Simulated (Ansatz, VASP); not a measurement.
# Pb: VASP beside Ansatz

```
Pb
1.0
     0.00000    3.43900    3.57656
     3.43900    0.00000    3.57656
     3.43900    3.43900    0.00000
Pb
2
Cartesian
  1.7195 1.7195 1.7883
  0.0000 0.0000 0.0000
```

Alike in both runs: task single point; functional PBEsol; k mesh 6 × 6 × 6; occupations fermi-dirac, width 0.05 eV; no spin polarisation.

|  | VASP | Ansatz |
| --- | --- | --- |
| version | VASP 6.6.1 | Ansatz 0.2.0 |
| potentials or method | VASP PAW PBE potentials, release 64 (Pb_d) | Ansatz PAW |
| plane-wave cutoff (eV) | 520 | 420 |
| valence electrons in the cell | 28 | 28 |

|  | VASP | Ansatz | Ansatz less VASP |
| --- | --- | --- | --- |
| gap on the k mesh at the Fermi level (eV) | none | none | - |
| pressure (GPa) | -0.7 | -0.7 | +0.06 |
| traceless stress, the component that is largest in VASP (GPa) | -0.08 | -0.08 | +0.001 |

VASP's potentials were made for PBE, not for PBEsol. A gap of «none» marks a metal or a gap that the smearing closes.

Neither program's run includes spin-orbit coupling.
